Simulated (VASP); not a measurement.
# Na12H7C2N in VASP: notebook

Runs on Na12H7C2N. Level: PBE+D3(BJ). Tasks: single point.

All numbers are computed with VASP 6.6.1; they aren't measurements. Logs are shortened: lines on timing, memory, paths and dates and some standing lists are left out, and cuts for length are marked.

### 1 The cell of the first run

The cell holds a slab with vacuum, 22 atoms: a = 7.063 Å, b = 7.063 Å, c = 25.334 Å, α = 90.00°, β = 90.00°, γ = 109.47°.

### 2 Single point, PBE+D3(BJ)

File INCAR:

```
SYSTEM = Na12H7C2N
PREC     = Accurate       ! precision mode
ENCUT    = 520            ! plane-wave cutoff, eV
EDIFF    = 1E-6           ! SCF threshold, eV
ISMEAR   = 0              ! smearing method
SIGMA    = 0.1            ! smearing width, eV
LREAL    = Auto         
LASPH    = .True.         ! aspherical terms in the spheres
NELM     = 60             ! most SCF steps
ALGO     = Normal         ! electronic algorithm
ISIF     = 2              ! what is computed and relaxed
LWAVE    = .False.        ! write WAVECAR
LCHARG   = .True.         ! write CHGCAR
LDIPOL   = .True.       
IDIPOL   = 3            
DIPOL    = 0.5 0.5 0.545
GGA      = PE             ! functional
IVDW     = 12             ! dispersion correction
LELF     = .True.         ! ELF
LVHAR    = .True.       
LVACPOTAV= .True.       
NBANDS   = 69             ! bands
```

File KPOINTS:

```
regular mesh
0
Gamma
  3 3 1
  0 0 0
```

File POSCAR:

```
Na12H7C2N
1.0
    7.0632143068      0.0000000000      0.0000000000
   -2.3544047689      6.6592623111      0.0000000000
    0.0000000000      0.0000000000     25.3335903319
Na C N H
12 2 1 7
Direct
    0.2500000000      0.2500000000      0.3157862701
    0.2500000000      0.7500000000      0.3157862701
    0.7500000000      0.2500000000      0.3157862701
    0.7500000000      0.7500000000      0.3157862701
    0.4976614032      0.5042864970      0.4284426890
    0.5092956594      0.0067834005      0.4352611198
   -0.0059607765      0.4906970687      0.4357580319
    0.0048331944     -0.0082208230      0.4274037728
    0.7559823650      0.7523279867      0.5413677135
    0.7446918547      0.2459739746      0.5603955461
    0.2571889053      0.7492349893      0.5510067712
    0.2456841922      0.2444963363      0.5397594240
    0.5963427255      0.3146271692      0.6831979591
    0.9120443695      0.2459072834      0.6841630527
    0.7863182156      0.3407601839      0.6559883748
    0.6165249419      0.3629347669      0.7249782914
    0.5024154483      0.1553446045      0.6820653789
    0.5148734096      0.4007619295      0.6625158126
    0.8640340644      0.4912836144      0.6522051153
    0.9382519589      0.2933338372      0.7259276229
    1.0580036579      0.2821221213      0.6641460302
    0.8399525536      0.0818809265      0.6831678175
```

Potentials or basis: VASP PAW PBE potentials, release 64 (Na_pv, C, N, H).

The run is started by

```sh
$ cat potpaw_PBE.64/Na_pv/POTCAR potpaw_PBE.64/C/POTCAR potpaw_PBE.64/N/POTCAR potpaw_PBE.64/H/POTCAR > POTCAR
$ mpirun -np 1 vasp_std > vasp.out
```

OUTCAR:

```text
SYSTEM = Na12H7C2N
   PREC = Accurate
   ENCUT = 520
   EDIFF = 1E-6
   ISMEAR = 0
   LREAL = Auto
   LASPH = .True.
   NELM = 60
   ISIF = 2
   GGA = PE
   IVDW = 12
 IVDW          = 12

 ion  position               nearest neighbor table
   1  0.250  0.250  0.316-
   2  0.250  0.750  0.316-
   3  0.750  0.250  0.316-
   4  0.750  0.750  0.316-
   5  0.498  0.504  0.428-
   6  0.509  0.007  0.435-
   7  0.994  0.491  0.436-
   8  0.005  0.992  0.427-
   9  0.756  0.752  0.541-
  10  0.745  0.246  0.560-
  11  0.257  0.749  0.551-
  12  0.246  0.244  0.540-
  13  0.596  0.315  0.683-  17 1.10  18 1.10  16 1.11  15 1.46
  14  0.912  0.246  0.684-  22 1.10  21 1.10  20 1.11  15 1.46
  15  0.786  0.341  0.656-  19 1.03  14 1.46  13 1.46
  16  0.617  0.363  0.725-  13 1.11
  17  0.502  0.155  0.682-  13 1.10
  18  0.515  0.401  0.663-  13 1.10
  19  0.864  0.491  0.652-  15 1.03
  20  0.938  0.293  0.726-  14 1.11
  21  0.058  0.282  0.664-  14 1.10
  22  0.840  0.082  0.683-  14 1.10

  LATTYP: Found a base centered orthorhombic cell.
 ALAT       =     8.1558973628
 B/A-ratio  =     1.4142135624
 C/A-ratio  =     3.1061683595

  Lattice vectors:

 A1 = (   7.0632143068,   0.0000000000,   0.0000000000)
 A2 = (  -2.3544047689,   6.6592623111,   0.0000000000)
 A3 = (   0.0000000000,   0.0000000000,  25.3335903319)

Analysis of symmetry for initial positions (statically):
=====================================================================
 Subroutine PRICEL returns:
 Original cell was already a primitive cell.

 Routine SETGRP: Setting up the symmetry group for a
 base centered orthorhombic supercell.

 Subroutine GETGRP returns: Found  1 space group operations
 (whereof  1 operations were pure point group operations)
 out of a pool of  8 trial point group operations.

The static configuration has the point symmetry C_1 .

Analysis of symmetry for dynamics (positions and initial velocities):
=====================================================================
 Subroutine PRICEL returns:
 Original cell was already a primitive cell.

 Routine SETGRP: Setting up the symmetry group for a
 base centered orthorhombic supercell.

 Subroutine GETGRP returns: Found  1 space group operations
 (whereof  1 operations were pure point group operations)
 out of a pool of  8 trial point group operations.

The dynamic configuration has the point symmetry C_1 .

 Subroutine INISYM returns: Found  1 space group operations
 (whereof  1 operations are pure point group operations),
 and found     1 'primitive' translations

----------------------------------------------------------------------------------------

                                     Primitive cell

  volume of cell :    1191.5856

  direct lattice vectors                    reciprocal lattice vectors
     7.063214307  0.000000000  0.000000000     0.141578601  0.050055594  0.000000000
    -2.354404769  6.659262311  0.000000000     0.000000000  0.150166783  0.000000000
     0.000000000  0.000000000 25.333590332     0.000000000  0.000000000  0.039473284

  length of vectors
     7.063214307  7.063214307 25.333590332     0.150166783  0.150166783  0.039473284

  position of ions in fractional coordinates (direct lattice)
     0.250000000  0.250000000  0.315786270
     0.250000000  0.750000000  0.315786270
     0.750000000  0.250000000  0.315786270
     0.750000000  0.750000000  0.315786270
     0.497661403  0.504286497  0.428442689
     0.509295659  0.006783400  0.435261120
[... 14 lines left out ...]
     0.058003658  0.282122121  0.664146030
     0.839952554  0.081880926  0.683167817

  ion indices of the primitive-cell ions
   primitive index   ion index
                 1           1
                 2           2
                 3           3
                 4           4
                 5           5
                 6           6
[... 14 lines left out ...]
                21          21
                22          22

----------------------------------------------------------------------------------------

 KPOINTS: regular mesh

Automatic generation of k-mesh.
 Grid dimensions read from file:
 generate k-points for:    3    3    1

 Generating k-lattice:

  Cartesian coordinates                     Fractional coordinates (reciprocal lattice)
     0.047192867  0.016685198  0.000000000     0.333333333 -0.000000000  0.000000000
     0.000000000  0.050055594  0.000000000     0.000000000  0.333333333  0.000000000
     0.000000000  0.000000000  0.039473284     0.000000000  0.000000000  1.000000000

  Length of vectors
     0.050055594  0.050055594  0.039473284

  Shift w.r.t. Gamma in fractional coordinates (k-lattice)
     0.000000000  0.000000000  0.000000000

 Subroutine IBZKPT returns following result:
 ===========================================

 Found      5 irreducible k-points:

 Following reciprocal coordinates:
            Coordinates               Weight
  0.000000  0.000000  0.000000      1.000000
  0.333333  0.000000  0.000000      2.000000
  0.000000  0.333333  0.000000      2.000000
  0.333333  0.333333  0.000000      2.000000
 -0.333333  0.333333  0.000000      2.000000
   k-points           NKPTS =      5   k-points in BZ     NKDIM =      5   number of bands    NBANDS=     69
   number of dos      NEDOS =    301   number of ions     NIONS =     22
   total plane-waves  NPLWV = 559872
   dimension x,y,z NGX =    54 NGY =   54 NGZ =  192
   dimension x,y,z NGXF=   108 NGYF=  108 NGZF=  384
   ions per type =              12   2   1   7
   NGX,Y,Z   is equivalent  to a cutoff of  12.71, 12.71, 12.60 a.u.
   NGXF,Y,Z  is equivalent  to a cutoff of  25.42, 25.42, 25.20 a.u.
 SYSTEM =  Na12H7C2N
   PREC   = accura    normal or accurate (medium, high low for compatibility)
   ISTART =      0    job   : 0-new  1-cont  2-samecut
   ICHARG =      2    charge: 1-file 2-atom 10-const
   ISPIN  =      1    spin polarized calculation?
   LNONCOLLINEAR =      F non collinear calculations
   LSORBIT =      F    spin-orbit coupling
   LASPH  =      T    aspherical Exc in radial PAW
   ENCUT  =  520.0 eV  38.22 Ry    6.18 a.u.  13.13 13.13 47.10*2*pi/ulx,y,z
   NELM   =     60;   NELMIN=  2; NELMDL= -5     # of ELM steps
   EDIFF  = 0.1E-05   stopping-criterion for ELM
   LREAL  =      T    real-space projection
   EDIFFG = 0.1E-04   stopping-criterion for IOM
   NSW    =      0    number of steps for IOM
   IBRION =     -1    ionic relax: 0-MD 1-quasi-New 2-CG
   NFREE  =      0    steps in history (QN), initial steepest desc. (CG)
   ISIF   =      2    stress and relaxation
   ISYM   =      2    0-nonsym 1-usesym 2-fastsym
   POTIM  = 0.5000    time-step for ionic-motion
   TEBEG  =    0.0;   TEEND  =   0.0 temperature during run
   PSTRESS=    0.0 pullay stress
   NELECT =     104.0000    total number of electrons
   NUPDOWN=      -1.0000    fix difference up-down
   EMIN   =  10.00;   EMAX   =-10.00  energy-range for DOS
   EFERMI =   0.00;   METHOD = LEGACY
   ISMEAR =     0;   SIGMA  =   0.10  broadening in eV -4-tet -1-fermi 0-gaus
   EFERMI_NEDOS =   21; number of points for ismear=-14 and -15
   IALGO  =     38    algorithm
   IMIX   =      4    mixing-type and parameters
     AMIX     =   0.40;   BMIX     =  1.00
     AMIX_MAG =   1.60;   BMIX_MAG =  1.00
  volume/ion in A,a.u.               =      54.16       365.51
  Fermi-wavevector in a.u.,A,eV,Ry     =   0.726180  1.372281  7.174858  0.527337
  Thomas-Fermi vector in A             =   1.817088
   LORBIT       =      0    0 simple, 1 ext, 2 COOP (PROOUT), +10 PAW based schemes
   GGA     = PE    functional components
   LHFCALC =     F    Hartree Fock is set to
   AEXX    =    0.0000 exact exchange contribution
   IVDW    =    12    specifies the selected vdW correction
   LEPSILON=     F    determine dielectric tensor
   LRPA    =     F    only Hartree local field effects (RPA)
 non-spin polarized calculation
 Gauss-broadening in eV      SIGMA  =   0.10
  energy-cutoff  :      520.00
  volume of cell :     1191.59
 maximum number of plane-waves:     32137
 NGX is ok and might be reduce to    54
   NGX = 27   NGY = 27   NGZ = 95

 dipolmoment           0.000000      0.000000      0.120347 electrons x Angstroem

 number of electron     104.0000006 magnetization

 dipolmoment           0.000000      0.000000     -0.201197 electrons x Angstroem

 Free energy of the ion-electron system (eV)
  ---------------------------------------------------
  ext. energy  EPLUGINS =         0.00000000
  ---------------------------------------------------
  free energy    TOTEN  =       -66.67336976 eV

  energy without entropy =      -66.64726263  energy(sigma->0) =      -66.66031619

 E-fermi :  -0.9978     XC(G=0):  -3.4861

 val. band max:       -1.2101126504   @ k =   0.3333   0.0000   0.0000
 cond. band min:      -0.9501609484   @ k =  -0.3333   0.3333   0.0000
 fundamental gap:      0.2599517020
 Fermi energy:        -0.9977966716

 k-point     1 :       0.0000    0.0000    0.0000
  band No.  band energies     occupation
      1     -26.1996      2.00000
      2     -26.1948      2.00000
      3     -26.1921      2.00000
      4     -26.1888      2.00000
      5     -26.1843      2.00000
      6     -26.1834      2.00000
[... 56 lines left out ...]
     63       1.1311      0.00000
     64       1.3020      0.00000

 k-point     2 :       0.3333    0.0000    0.0000
  band No.  band energies     occupation
      1     -26.1962      2.00000
      2     -26.1945      2.00000
      3     -26.1877      2.00000
      4     -26.1845      2.00000
      5     -26.1839      2.00000
      6     -26.1833      2.00000
[... 56 lines left out ...]
     63       1.3566      0.00000
     64       1.5570      0.00000

 k-point     3 :       0.0000    0.3333    0.0000
  band No.  band energies     occupation
      1     -26.1963      2.00000
      2     -26.1945      2.00000
      3     -26.1874      2.00000
      4     -26.1842      2.00000
      5     -26.1839      2.00000
      6     -26.1835      2.00000
[... 56 lines left out ...]
     63       1.3032      0.00000
     64       1.5019      0.00000

 k-point     4 :       0.3333    0.3333    0.0000
  band No.  band energies     occupation
      1     -26.1943      2.00000
      2     -26.1901      2.00000
      3     -26.1843      2.00000
      4     -26.1835      2.00000
      5     -26.1835      2.00000
      6     -26.1782      2.00000
[... 56 lines left out ...]
     63       1.3113      0.00000
     64       1.5408      0.00000

 k-point     5 :      -0.3333    0.3333    0.0000
  band No.  band energies     occupation
      1     -26.1943      2.00000
      2     -26.1907      2.00000
      3     -26.1845      2.00000
      4     -26.1844      2.00000
      5     -26.1834      2.00000
      6     -26.1801      2.00000
[... 56 lines left out ...]
     63       1.3002      0.00000
     64       1.5466      0.00000
 [bands above 64 left out]

------------------------ aborting loop because EDIFF is reached ----------------------------------------

 Edisp (eV)   -1.78548

 E8    (eV) :    -0.8289

  FORCE on cell =-STRESS in cart. coord.  units (eV):
  Direction    XX          YY          ZZ          XY          YZ          ZX
  --------------------------------------------------------------------------------------
  -------------------------------------------------------------------------------------
  Total      -0.35470    -1.04384    -0.01314    -1.03960    -0.00928    -0.00956
  in kB      -0.47691    -1.40352    -0.01766    -1.39782    -0.01247    -0.01286
  external pressure =       -0.63 kB  Pullay stress =        0.00 kB

 VOLUME and BASIS-vectors are now :
 -----------------------------------------------------------------------------
  energy-cutoff  :      520.00
  volume of cell :     1191.59
      direct lattice vectors                 reciprocal lattice vectors
     7.063214307  0.000000000  0.000000000     0.141578601  0.050055594  0.000000000
    -2.354404769  6.659262311  0.000000000     0.000000000  0.150166783  0.000000000
     0.000000000  0.000000000 25.333590332     0.000000000  0.000000000  0.039473284

 POSITION                                       TOTAL-FORCE (eV/Angst)
 -----------------------------------------------------------------------------------
      1.17720      1.66482      8.00000         0.001664      0.003289     -0.030889
      0.00000      4.99445      8.00000         0.001506     -0.001654      0.046142
      4.70881      1.66482      8.00000         0.001321      0.000233      0.008083
      3.53161      4.99445      8.00000        -0.003107     -0.002163     -0.035104
      2.32779      3.35818     10.85399         0.000617     -0.001547      0.001327
      3.58129      0.04517     11.02673        -0.001591      0.002173      0.000269
[... 14 lines left out ...]
     -0.25454      1.87873     16.82520         0.015847      0.001292     -0.008923
      5.73998      0.54527     17.30709        -0.000415     -0.033092      0.000504
 -----------------------------------------------------------------------------------
    total drift:                               -0.003825     -0.006874      0.008883

  FREE ENERGIE OF THE ION-ELECTRON SYSTEM (eV)
  ---------------------------------------------------
  free  energy   TOTEN  =       -68.4588512696 eV

  energy  without entropy=      -68.4327441446  energy(sigma->0) =      -68.44579771

 vacuum level on the upper side and lower side of the slab         1.101         1.870
```

It took 10 min on 1 thread of Intel Xeon 6975P-C (Granite Rapids), shared host; peak memory 1.2 GiB.

What came out:

```
Free energy                : -68.4589 eV
Largest force              : 0.046 eV/Å
Band gap on the k mesh     : zero (bands 52 and 53 overlap by 0.45 eV)
Dispersion energy per atom : -0.081 eV
```

Forces on the atoms (eV/Å):
```
Na   0.002  0.003 -0.031
Na   0.002 -0.002  0.046
Na   0.001  0.000  0.008
Na  -0.003 -0.002 -0.035
Na   0.001 -0.002  0.001
Na  -0.002  0.002  0.000
Na   0.000  0.000  0.000
Na   0.000  0.002  0.000
Na   0.001  0.001  0.000
Na   0.001 -0.001 -0.002
Na  -0.001  0.001  0.001
Na   0.000  0.001 -0.002
C   -0.005 -0.008 -0.003
C    0.018 -0.013 -0.005
N    0.005  0.043 -0.010
H   -0.001  0.011  0.032
H   -0.011 -0.030  0.002
H   -0.023  0.017 -0.013
H   -0.002 -0.002 -0.014
H    0.002  0.009  0.033
H    0.016  0.001 -0.009
H    0.000 -0.033  0.001
```

### 3 Single point, PBE+D3(BJ)

This run uses another cell than the first one.

File INCAR:

```
SYSTEM = Na12H7C2N
ALGO = Normal
DIPOL = 0.5 0.5 0.514
EDIFF = 1E-7
ENCUT = 520
GGA = PE
IDIPOL = 3
ISIF = 2
ISMEAR = 0
IVDW = 12
LASPH = .TRUE.
LCHARG = .FALSE.
LDIPOL = .TRUE.
LREAL = Auto
LWAVE = .FALSE.
NBANDS = 69
NELM = 80
PREC = Accurate
SIGMA = 0.1
```

File KPOINTS:

```
k-points
0
G
  3 3 1
  0 0 0
```

File POSCAR:

```
Na12H7C2N
1.0
    7.0632143068      0.0000000000      0.0000000000
   -2.3544047689      6.6592623111      0.0000000000
    0.0000000000      0.0000000000     26.8862903319
Na C N H
12 2 1 7
Direct
    0.2500000000      0.2500000000      0.2975494165
    0.2500000000      0.7500000000      0.2975494165
    0.7500000000      0.2500000000      0.2975494165
    0.7500000000      0.7500000000      0.2975494165
    0.4988480375      0.5013493610      0.4027401217
    0.5184443220      0.0055434516      0.4101592607
   -0.0017624813      0.4883790739      0.4101748806
    0.0148030894     -0.0062460618      0.4043952836
    0.7580894227      0.7356259885      0.5088905236
    0.7771329049      0.2392577918      0.5280870610
    0.2623549025      0.7442775674      0.5184940709
    0.2763832235      0.2473988478      0.5113941373
    0.7614765418      1.0649150571      0.6449043850
    0.8801623768      1.4300388084      0.6440054679
    0.7472445017      1.2458657497      0.6209509426
    0.7361182049      1.0618590291      0.6855703717
    0.9118031870      1.0555845328      0.6382678598
    0.6511946673      0.9312373922      0.6281968531
    0.6020296556      1.2444967721      0.6233272676
    0.8570593833      1.4362043196      0.6846004017
    0.8570929234      1.5612593081      0.6264839053
    1.0373152884      1.4412739409      0.6375107952
```

Potentials or basis: VASP PAW PBE potentials, release 64 (Na_pv, C, N, H).

The run is started by

```sh
$ cat potpaw_PBE.64/Na_pv/POTCAR potpaw_PBE.64/C/POTCAR potpaw_PBE.64/N/POTCAR potpaw_PBE.64/H/POTCAR > POTCAR
$ mpirun -np 1 vasp_std > vasp.out
```

Wall time 11 min (1 thread of Intel Xeon 6975P-C (Granite Rapids), shared host); peak memory 1.2 GiB.

The run converged. Its results:

* Free energy: -68.4508 eV
* Largest force: 0.049 eV/Å
* Band gap on the k mesh: zero (bands 52 and 53 overlap by 0.45 eV)
* Dispersion energy per atom: -0.081 eV

Forces on the atoms (eV/Å):
```
Na  -0.001 -0.003 -0.031
Na   0.004  0.002  0.049
Na   0.002  0.002  0.008
Na   0.007  0.008 -0.024
Na   0.006 -0.004  0.000
Na  -0.005  0.001  0.006
Na  -0.002  0.000  0.003
Na   0.003  0.002  0.003
Na   0.001  0.000  0.000
Na  -0.001  0.003 -0.003
Na   0.002  0.003 -0.002
Na  -0.001 -0.003 -0.001
C    0.002 -0.027 -0.010
C    0.017 -0.005 -0.021
N   -0.049  0.000  0.006
H   -0.003 -0.001  0.029
H    0.024 -0.006 -0.004
H   -0.009 -0.019 -0.010
H    0.002  0.004 -0.021
H   -0.005  0.005  0.039
H   -0.017  0.030 -0.012
H    0.022  0.006 -0.002
```

Levels at points of the mesh, in eV from the Fermi level:
```csv
k point,band 50,band 51,band 52,band 53,band 54,band 55
"(0.00, 0.00, 0.00)",0.08,0.14,0.16,0.17,0.45,0.79
```

The gap in the log of VASP goes by the Fermi energy; the results here count the filled bands.